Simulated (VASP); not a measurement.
Ir: single point with PBEsol

Crystal: Ir.

```xyz
2
Lattice="2.7926 0.0000 0.0000 -1.3963 2.4185 0.0000 0.0000 0.0000 4.3954" Properties=species:S:1:pos:R:3 pbc="T T T"
Ir    1.3963    0.8062    3.2965
Ir    0.0000    1.6123    1.0988
```

This cell differs from its parent crystal: strain +0.015 along x and y, -0.015 along z.

- Program: VASP 6.6.1
- Task: single point
- Functional: PBEsol
- Potentials or basis: VASP PAW PBE potentials, release 64 (Ir)
- Cutoff: 520 eV
- k mesh: 18 × 18 × 12
- Occupations: gaussian, width 0.15 eV
- Spin: no spin polarisation
- Dipole correction: no
- Further INCAR settings: ALGO = Normal; EDIFF = 1e-07; NBANDS = 16

```yaml
Pressure: -15.8 GPa
Band_gap_on_the_k_mesh: zero (band 9 reaches 10.46 eV, above the bottom of band 10 at 7.36 eV)
```

Stress tensor (GPa, compression positive):
```
-18.85   0.00   0.00
  0.00 -18.85   0.00
  0.00   0.00  -9.68
```

Levels at points of the mesh, in eV from the Fermi level:
| k point | band 6 | band 7 | band 8 | band 9 | band 10 | band 11 | band 12 | band 13 |
| --- | --- | --- | --- | --- | --- | --- | --- | --- |
| (0.00, 0.00, 0.00) | -2.96 | -2.96 | -2.50 | -2.50 | -0.49 | 0.21 | 0.21 | 6.97 |
| (0.50, 0.00, 0.00) | -3.23 | -2.67 | 0.43 | 0.88 | 0.99 | 2.64 | 3.97 | 8.01 |
| (0.00, 0.00, 0.50) | -3.83 | -3.83 | -3.83 | -0.47 | -0.47 | -0.47 | -0.47 | 13.60 |
| (0.50, 0.00, 0.50) | -2.15 | -0.97 | -0.97 | 0.71 | 0.71 | 1.87 | 1.87 | 7.10 |

It took 110 s on 1 thread of AMD EPYC 7R43 64-Core Processor (Zen 3), on a shared host, peak memory 0.21 GiB.

Caveat: the cell differs from its parent crystal (strain +0.015 along x and y, -0.015 along z); the PAW data sets were made with another functional, which shifts forces and pressure a little; spin-orbit coupling is left out, which moves the levels of the heavy elements.
